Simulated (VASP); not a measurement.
# NbTe4Mo (P1) in VASP: single point with PBE

Aim: the single point of NbTe4Mo with PBE.

All numbers are computed with VASP 6.6.1; they aren't measurements. Logs are shortened: lines on timing, memory, paths and dates and some standing lists are left out, and cuts for length are marked.

## Step 1: The cell of the first run

The typed cell holds 12 atoms: a = 3.622 Å, b = 6.259 Å, c = 14.895 Å, α = 89.97°, β = 89.62°, γ = 89.95°.

## Step 2: Single point, PBE

INCAR reads:

```
PREC = Accurate
ENCUT = 520
EDIFF = 1E-7
ISMEAR = 0
SIGMA = 0.2
LREAL = False
LASPH = True
NELM = 60
ALGO = Normal
ISIF = 2
LWAVE = False
LCHARG = False
GGA = PE
NBANDS = 63
```

KPOINTS reads:

```
regular mesh
0
Gamma
  6 4 2
```

POSCAR reads:

```
NbTe4Mo
1.0
    1.8097906332     -3.1379517225     -0.0117303776
   -5.4191155689     -3.1317988558     -0.0012821175
    0.0208943315     -0.0456503128    -14.8951496054
Nb Te Mo
2 8 2
Direct
   -0.0025352751      1.0003196381      0.0002482652
    0.4972832934      0.5006873410      0.0002483540
   -0.0008761591      0.9991767773      0.6196402800
    0.4991944100      0.4991407090      0.6196125281
    0.4940390873      0.8338713762      0.1259818801
    0.9941043766      0.3338978863      0.1259046184
    0.0058311102      0.9993954008      0.3798909381
    0.5058409623      0.4994441786      0.3798744165
    0.5009407580      0.8342869122      0.8745077093
    1.0009724967      0.3341974936      0.8745775960
    0.5026075294      0.8327961635      0.4997597713
    1.0025974103      0.3327861235      0.4997536430
```

Potentials or basis: VASP PAW PBE potentials, release 64 (Nb_sv, Te, Mo_sv).

On the command line:

```bash
> cat potpaw_PBE.64/Nb_sv/POTCAR potpaw_PBE.64/Te/POTCAR potpaw_PBE.64/Mo_sv/POTCAR > POTCAR
> mpirun -np 1 vasp_std > vasp.out
```

OUTCAR:

```text
PREC = Accurate
   ENCUT = 520
   EDIFF = 1E-7
   ISMEAR = 0
   LREAL = False
   LASPH = True
   NELM = 60
   ISIF = 2
   GGA = PE

 ion  position               nearest neighbor table
   1  0.997  0.000  0.000-   6 2.80  10 2.80   5 2.80   9 2.80   9 2.81   5 2.81
   2  0.497  0.501  0.000-   5 2.80   9 2.80   6 2.81   6 2.81  10 2.81  10 2.81
   3  0.999  0.999  0.620-  12 2.75  11 2.75  11 2.75   7 3.57   4 3.61   4 3.61   4 3.62   4 3.62

   4  0.499  0.499  0.620-  11 2.75  12 2.75  12 2.75   8 3.57   3 3.61   3 3.61   3 3.62   3 3.62

   5  0.494  0.834  0.126-   2 2.80   1 2.80   1 2.81   6 3.61   6 3.61   6 3.62   6 3.62
   6  0.994  0.334  0.126-   1 2.80   2 2.81   2 2.81   5 3.61   5 3.61   5 3.62   5 3.62
   7  0.006  0.999  0.380-  12 2.75  11 2.75  11 2.75   3 3.57   8 3.61   8 3.61   8 3.62   8 3.62

   8  0.506  0.499  0.380-  11 2.75  12 2.75  12 2.75   4 3.57   7 3.61   7 3.61   7 3.62   7 3.62

   9  0.501  0.834  0.875-   2 2.80   1 2.80   1 2.81  10 3.61  10 3.62  10 3.62  10 3.62
  10  0.001  0.334  0.875-   1 2.80   2 2.81   2 2.81   9 3.61   9 3.62   9 3.62   9 3.62
  11  0.503  0.833  0.500-   4 2.75   8 2.75   7 2.75   3 2.75   3 2.75   7 2.75
  12  0.003  0.333  0.500-   3 2.75   7 2.75   8 2.75   4 2.75   4 2.75   8 2.75

  LATTYP: Found a triclinic cell.
 ALAT       =     3.6224605934
 B/A-ratio  =     4.1119106282
 C/A-ratio  =     1.7278288367
 COS(alpha) =     0.0005238290
 COS(beta)  =     0.0008814052
 COS(gamma) =     0.0065938792

  Lattice vectors:

 A1 = (  -1.8097906332,   3.1379517225,   0.0117303776)
 A2 = (  -0.0208943315,   0.0456503128,  14.8951496054)
 A3 = (   5.4191155689,   3.1317988558,   0.0012821175)

Analysis of symmetry for initial positions (statically):
=====================================================================
 Subroutine PRICEL returns:
 Original cell was already a primitive cell.

 Routine SETGRP: Setting up the symmetry group for a
 triclinic supercell.

 Subroutine GETGRP returns: Found  1 space group operations
 (whereof  1 operations were pure point group operations)
 out of a pool of  2 trial point group operations.

The static configuration has the point symmetry C_1 .

Analysis of symmetry for dynamics (positions and initial velocities):
=====================================================================
 Subroutine PRICEL returns:
 Original cell was already a primitive cell.

 Routine SETGRP: Setting up the symmetry group for a
 triclinic supercell.

 Subroutine GETGRP returns: Found  1 space group operations
 (whereof  1 operations were pure point group operations)
 out of a pool of  2 trial point group operations.

The dynamic configuration has the point symmetry C_1 .

 Subroutine INISYM returns: Found  1 space group operations
 (whereof  1 operations are pure point group operations),
 and found     1 'primitive' translations

----------------------------------------------------------------------------------------

                                     Primitive cell

  volume of cell :     337.7114

  direct lattice vectors                    reciprocal lattice vectors
     1.809790633 -3.137951722 -0.011730378     0.138131415 -0.239016400  0.000926297
    -5.419115569 -3.131798856 -0.001282118    -0.138401382 -0.079822170  0.000050493
     0.020894331 -0.045650313-14.895149605    -0.000096870  0.000195103 -0.067136683

  length of vectors
     3.622460593  6.258991873 14.895234214     0.276061561  0.159770222  0.067137036

  position of ions in fractional coordinates (direct lattice)
     0.997464725  0.000319638  0.000248265
     0.497283293  0.500687341  0.000248354
     0.999123841  0.999176777  0.619640280
     0.499194410  0.499140709  0.619612528
     0.494039087  0.833871376  0.125981880
     0.994104377  0.333897886  0.125904618
     0.005831110  0.999395401  0.379890938
     0.505840962  0.499444179  0.379874417
     0.500940758  0.834286912  0.874507709
     0.000972497  0.334197494  0.874577596
     0.502607529  0.832796163  0.499759771
     0.002597410  0.332786124  0.499753643

  ion indices of the primitive-cell ions
   primitive index   ion index
                 1           1
                 2           2
                 3           3
                 4           4
                 5           5
                 6           6
                 7           7
                 8           8
                 9           9
                10          10
                11          11
                12          12

----------------------------------------------------------------------------------------

 KPOINTS: regular mesh

Automatic generation of k-mesh.
 Grid dimensions read from file:
 generate k-points for:    6    4    2

 Generating k-lattice:

  Cartesian coordinates                     Fractional coordinates (reciprocal lattice)
     0.023021902 -0.039836067  0.000154383     0.166666667 -0.000000000  0.000000000
    -0.034600345 -0.019955543  0.000012623    -0.000000000  0.250000000 -0.000000000
    -0.000048435  0.000097552 -0.033568341     0.000000000  0.000000000  0.500000000

  Length of vectors
     0.046010260  0.039942556  0.033568518

  Shift w.r.t. Gamma in fractional coordinates (k-lattice)
     0.000000000  0.000000000  0.000000000

 Subroutine IBZKPT returns following result:
 ===========================================

 Found     28 irreducible k-points:

 Following reciprocal coordinates:
            Coordinates               Weight
  0.000000  0.000000  0.000000      1.000000
  0.166667 -0.000000 -0.000000      2.000000
  0.333333 -0.000000 -0.000000      2.000000
  0.500000 -0.000000 -0.000000      1.000000
  0.000000  0.250000 -0.000000      2.000000
  0.166667  0.250000  0.000000      2.000000
[... 16 lines left out ...]
 -0.333333  0.250000  0.500000      2.000000
 -0.166667  0.250000  0.500000      2.000000
 [... further k-points ...]
   k-points           NKPTS =     28   k-points in BZ     NKDIM =     28   number of bands    NBANDS=     63
   number of dos      NEDOS =    301   number of ions     NIONS =     12
   total plane-waves  NPLWV = 150528
   dimension x,y,z NGX =    28 NGY =   48 NGZ =  112
   dimension x,y,z NGXF=    56 NGYF=   96 NGZF=  224
   ions per type =               2   8   2
   NGX,Y,Z   is equivalent  to a cutoff of  12.85, 12.75, 12.50 a.u.
   NGXF,Y,Z  is equivalent  to a cutoff of  25.70, 25.50, 25.00 a.u.
 SYSTEM =  unknown system
   PREC   = accura    normal or accurate (medium, high low for compatibility)
   ISTART =      0    job   : 0-new  1-cont  2-samecut
   ICHARG =      2    charge: 1-file 2-atom 10-const
   ISPIN  =      1    spin polarized calculation?
   LNONCOLLINEAR =      F non collinear calculations
   LSORBIT =      F    spin-orbit coupling
   LASPH  =      T    aspherical Exc in radial PAW
   ENCUT  =  520.0 eV  38.22 Ry    6.18 a.u.   6.74 11.64 27.70*2*pi/ulx,y,z
   NELM   =     60;   NELMIN=  2; NELMDL= -5     # of ELM steps
   EDIFF  = 0.1E-06   stopping-criterion for ELM
   LREAL  =      F    real-space projection
   EDIFFG = 0.1E-05   stopping-criterion for IOM
   NSW    =      0    number of steps for IOM
   IBRION =     -1    ionic relax: 0-MD 1-quasi-New 2-CG
   NFREE  =      0    steps in history (QN), initial steepest desc. (CG)
   ISIF   =      2    stress and relaxation
   ISYM   =      2    0-nonsym 1-usesym 2-fastsym
   POTIM  = 0.5000    time-step for ionic-motion
   TEBEG  =    0.0;   TEEND  =   0.0 temperature during run
   PSTRESS=    0.0 pullay stress
   NELECT =     102.0000    total number of electrons
   NUPDOWN=      -1.0000    fix difference up-down
   EMIN   =  10.00;   EMAX   =-10.00  energy-range for DOS
   EFERMI =   0.00;   METHOD = LEGACY
   ISMEAR =     0;   SIGMA  =   0.20  broadening in eV -4-tet -1-fermi 0-gaus
   EFERMI_NEDOS =   21; number of points for ismear=-14 and -15
   IALGO  =     38    algorithm
   IMIX   =      4    mixing-type and parameters
     AMIX     =   0.40;   BMIX     =  1.00
     AMIX_MAG =   1.60;   BMIX_MAG =  1.00
  volume/ion in A,a.u.               =      28.14       189.92
  Fermi-wavevector in a.u.,A,eV,Ry     =   1.098398  2.075671 16.415125  1.206478
  Thomas-Fermi vector in A             =   2.234775
   LORBIT       =      0    0 simple, 1 ext, 2 COOP (PROOUT), +10 PAW based schemes
   GGA     = PE    functional components
   LHFCALC =     F    Hartree Fock is set to
   AEXX    =    0.0000 exact exchange contribution
   IVDW    =     0    specifies the selected vdW correction
   LEPSILON=     F    determine dielectric tensor
   LRPA    =     F    only Hartree local field effects (RPA)
 non-spin polarized calculation
 Gauss-broadening in eV      SIGMA  =   0.20
  energy-cutoff  :      520.00
  volume of cell :      337.71
 maximum number of plane-waves:      9131
   NGX = 13   NGY = 23   NGZ = 55

 number of electron     102.0000001 magnetization

 Free energy of the ion-electron system (eV)
  ---------------------------------------------------
  ext. energy  EPLUGINS =         0.00000000
  ---------------------------------------------------
  free energy    TOTEN  =       -71.69705082 eV

  energy without entropy =      -71.56191161  energy(sigma->0) =      -71.62948121

 E-fermi :   6.7770     XC(G=0):  -9.7828

 val. band max:        6.7675499135   @ k =  -0.1667   0.2500   0.5000
 cond. band min:       6.8193338035   @ k =   0.1667   0.2500   0.0000
 fundamental gap:      0.0517838900
 Fermi energy:         6.7770058435

 k-point     1 :       0.0000    0.0000    0.0000
  band No.  band energies     occupation
      1     -54.1659      2.00000
      2     -54.1594      2.00000
      3     -48.1313      2.00000
      4     -48.1194      2.00000
      5     -28.3162      2.00000
      6     -28.2805      2.00000
[... 55 lines left out ...]
     62       9.8580      0.00000
     63       9.8698      0.00000

 k-point     2 :       0.1667   -0.0000   -0.0000
  band No.  band energies     occupation
      1     -54.1647      2.00000
      2     -54.1590      2.00000
      3     -48.1290      2.00000
      4     -48.1188      2.00000
      5     -28.3087      2.00000
      6     -28.2765      2.00000
[... 55 lines left out ...]
     62       9.3974      0.00000
     63       9.6613      0.00000

 k-point     3 :       0.3333   -0.0000   -0.0000
  band No.  band energies     occupation
      1     -54.1619      2.00000
      2     -54.1586      2.00000
      3     -48.1240      2.00000
      4     -48.1181      2.00000
      5     -28.2950      2.00000
      6     -28.2813      2.00000
[... 1375 lines left out ...]
     62       9.3875      0.00000
     63       9.4245      0.00000

 k-point    24 :      -0.1667    0.2500    0.5000
  band No.  band energies     occupation
      1     -54.1639      2.00000
      2     -54.1599      2.00000
      3     -48.1275      2.00000
      4     -48.1203      2.00000
      5     -28.2997      2.00000
      6     -28.2738      2.00000
[... 55 lines left out ...]
     62       9.3189      0.00000
     63       9.4146      0.00000

 [... further k-points ...]

------------------------ aborting loop because EDIFF is reached ----------------------------------------

  FORCE on cell =-STRESS in cart. coord.  units (eV):
  Direction    XX          YY          ZZ          XY          YZ          ZX
  --------------------------------------------------------------------------------------
  -------------------------------------------------------------------------------------
  Total        0.2183708     -0.0110522     -0.1943258      0.0864859     -0.0331078      0.0153561
  in kB        1.0359994     -0.0524339     -0.9219245      0.4103083     -0.1570706      0.0728529
  external PRESSURE =       0.0205470 kB  Pullay stress =       0.0000000 kB

 VOLUME and BASIS-vectors are now :
 -----------------------------------------------------------------------------
  energy-cutoff  :      520.00
  volume of cell :      337.71
      direct lattice vectors                 reciprocal lattice vectors
     1.809790633 -3.137951722 -0.011730378     0.138131415 -0.239016400  0.000926297
    -5.419115569 -3.131798856 -0.001282118    -0.138401382 -0.079822170  0.000050493
     0.020894331 -0.045650313-14.895149605    -0.000096870  0.000195103 -0.067136683

 POSITION                                       TOTAL-FORCE (eV/Angst)
 -----------------------------------------------------------------------------------
      1.80348     -3.13101     -0.01540        -0.006513     -0.002088     -0.003197
     -1.81330     -3.12851     -0.01017        -0.001525     -0.004681     -0.000168
     -3.59350     -6.29271     -9.24264         0.003583     -0.002073     -0.021080
     -1.78852     -3.15794     -9.23572         0.001280     -0.001088     -0.024206
     -3.62211     -4.16754     -1.88338         0.002797     -0.003317      0.016934
     -0.00768     -4.17090     -1.88746         0.004102      0.000687      0.018542
     -5.39735     -3.16555     -5.65988        -0.002865      0.003008      0.021126
     -1.78314     -3.16880     -5.66486        -0.000993      0.004550      0.019265
     -3.59623     -4.22467    -13.03287         0.004476      0.003238     -0.013829
     -1.79102     -1.08962    -13.02740         0.000246      0.003317     -0.015957
     -3.59296     -4.20812     -7.45096        -0.002808      0.000086     -0.000138
     -1.78826     -1.07318     -7.44436        -0.001780     -0.001640      0.002708
 -----------------------------------------------------------------------------------
    total drift:                                0.000223     -0.000305     -0.000139

  FREE ENERGIE OF THE ION-ELECTRON SYSTEM (eV)
  ---------------------------------------------------
  free  energy   TOTEN  =       -71.6970508170 eV

  energy  without entropy=      -71.5619116094  energy(sigma->0) =      -71.62948121
```

Run time: 23 min. Hardware: 1 thread of AMD EPYC 7R13 (Zen 3), shared host; peak memory 0.67 GiB.

Results:

| Quantity | Value |
| --- | --- |
| Free energy | -71.6971 eV |
| Pressure | 0.0 GPa |
| Largest force | 0.024 eV/Å |
| Band gap on the k mesh | zero (bands 51 and 52 overlap by 0.45 eV) |

Forces in eV/Å, atoms in the order of the input:
```
Nb  -0.007 -0.002 -0.003
Nb  -0.002 -0.005  0.000
Te   0.004 -0.002 -0.021
Te   0.001 -0.001 -0.024
Te   0.003 -0.003  0.017
Te   0.004  0.001  0.019
Te  -0.003  0.003  0.021
Te  -0.001  0.005  0.019
Te   0.004  0.003 -0.014
Te   0.000  0.003 -0.016
Mo  -0.003  0.000  0.000
Mo  -0.002 -0.002  0.003
```

Stress tensor (GPa, compression positive):
```
 0.10  0.04  0.01
 0.04 -0.01 -0.02
 0.01 -0.02 -0.09
```

Caveat: spin-orbit coupling is left out, which moves the levels of the heavy elements.

The gap in the log of VASP goes by the Fermi energy; the results here count the filled bands.